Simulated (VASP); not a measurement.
A run of VASP 6.6.1:

The input INCAR:

```
SYSTEM = LiC18
PREC = Accurate
ENCUT = 520
EDIFF = 1E-6
ISMEAR = 0
SIGMA = 0.05
LREAL = Auto
LASPH = .TRUE.
NELM = 150
ALGO = Normal
ISIF = 2
LWAVE = .FALSE.
LCHARG = .FALSE.
ISPIN = 2
MAGMOM = 0 0 0 0 0 0 0 0 0 0 0 0 0 0 0 0 0 0 0
LORBIT = 11
GGA = PE
NBANDS = 56
```

File KPOINTS:

```
Automatic mesh
0
G
  2 2 1
  0 0 0
```

Contents of POSCAR:

```
LiC18
1.0
    7.3980000000      0.0000000000      0.0000000000
   -3.6990000000      6.4068560000      0.0000000000
    0.0000000000      0.0000000000     13.0000000000
C Li
18 1
Direct
   -0.0057437001     -0.0030245724      0.0740137692
    0.2163668710      0.1079946233      0.0764988462
   -0.0065276291      0.3308966207      0.0765018462
    0.2152702253      0.4408978444      0.0778870000
   -0.0067482214      0.6625508674      0.0788490769
    0.2150596820      0.7739279609      0.0786963077
    0.3262600760     -0.0038772527      0.0783532308
    0.5480203617      0.1077787608      0.0788523077
    0.3263716137      0.3297940519      0.0778806154
    0.5481314563      0.4401399064      0.0796920769
    0.3256139635      0.6626566915      0.0796948462
    0.5477374278      0.7736897786      0.0802215385
    0.6591907236     -0.0032841381      0.0780655385
    0.8824503249      0.1087844022      0.0739959231
    0.6594027980      0.3295866178      0.0786899231
    0.8815957255      0.4407899912      0.0783474615
    0.6591650367      0.6622608655      0.0802160000
    0.8821915218      0.7737188100      0.0780645385
    0.8246488131      0.9391075748      0.2108644615
```

Potentials or basis: VASP PAW PBE potentials, release 64 (C, Li_sv).

Command:

```console
$ cat potpaw_PBE.64/C/POTCAR potpaw_PBE.64/Li_sv/POTCAR > POTCAR
$ mpirun -np 1 vasp_std > vasp.out
```

Hardware: 1 thread of Oxide Virtual Turin-like Processor, on a shared host.

Problem. How long does it take, and how much memory?

Solution. Wall time 20 min on 1 thread of Oxide Virtual Turin-like Processor (shared host), peak memory 0.87 GiB. Counts: scf iterations 25, k points 4.
